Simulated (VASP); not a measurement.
Set up this calculation in VASP 6.6.1, as the native input.

| Item | Value |
| --- | --- |
| Task | single point |
| Functional | PBE |
| Potentials or basis | VASP PAW PBE potentials, release 64 (W_sv) |
| Cutoff | 520 eV |
| k mesh | 14 × 14 × 14 |
| Occupations | fermi-dirac, width 0.136057 eV |
| Spin | no spin polarisation |
| Dipole correction | no |
| Further INCAR settings | ALGO = Normal; EDIFF = 1e-07; NBANDS = 13 |

The structure of W lies in POSCAR:

```
W
1.0
    0.0000000000      2.0197215575      2.0197215575
    2.0197215575      0.0000000000      2.0197215575
    2.0197215575      2.0197215575      0.0000000000
W
1
Direct
    0.0000000000      0.0000000000      0.0000000000
```

One way to write it, as run:

INCAR

```
PREC = Accurate
ENCUT = 520
EDIFF = 1E-7
ISMEAR = -1
SIGMA = 0.13605693000000002
LREAL = F
LASPH = T
NELM = 60
ALGO = Normal
ISIF = 2
LWAVE = F
LCHARG = F
GGA = PE
NBANDS = 13
```

KPOINTS

```
Automatic mesh
0
Gamma
  14 14 14
```

Potentials or basis: VASP PAW PBE potentials, release 64 (W_sv).

Command:

```bash
$ cat potpaw_PBE.64/W_sv/POTCAR > POTCAR
$ mpirun -np 1 vasp_std > vasp.out
```

Results of the run:

The pressure is 0.4 GPa and the band gap on the k mesh is zero (band 7 reaches 13.46 eV, above the bottom of band 8 at 9.88 eV).

Caveat: spin-orbit coupling is left out, which moves the levels of the heavy elements.

It used 13 s of CPU time on 1 thread of Intel Xeon 6975P-C, on a shared host.
